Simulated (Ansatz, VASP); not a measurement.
## Ga4AsN3 in VASP and in Ansatz

```
Ga As N
1.0
     4.65105    0.00000    0.00000
     0.00000    4.65105    0.00000
     0.00000    0.00000    4.65105
Ga As N
4 1 3
Direct
  0.00000 0.50000 0.00000
  0.50000 0.50000 0.50000
  0.00000 0.00000 0.50000
  0.50000 0.00000 0.00000
  0.00000 0.00000 0.00000
  0.50000 0.00000 0.50000
  0.50000 0.50000 0.00000
  0.00000 0.50000 0.50000
```

Alike in both runs: task relaxation of cell and atoms; functional PBE; k mesh 8 × 8 × 8; occupations gaussian, width 0.1 eV; no spin polarisation.

|  | VASP | Ansatz |
| --- | --- | --- |
| version | VASP 6.6.1 | Ansatz 0.2.0 |
| potentials or method | VASP PAW PBE potentials, release 64 (Ga_d, As, N), cutoff 600 eV | scalar-relativistic, plane waves, PAW |
| valence electrons in the cell | 72 | 82 |

|  | VASP | Ansatz | Ansatz less VASP |
| --- | --- | --- | --- |
| gap on the k mesh at the Fermi level, each at its own relaxed structure (eV) | none | none | - |
| relaxed volume (Å³/atom) | 12.58 | 12.56 | -0.015 |
| relaxed cell length with the largest relative difference (Å) | 4.651 | 4.649 | -0.0018 |

A gap of «none» marks a metal or a gap that the smearing closes. VASP's potentials hold 72 valence electrons a cell and Ansatz's 82, so a difference there can come from the potentials and not from the codes.

Noted on VASP's run: the relaxation stopped at its first step, so nothing moved.
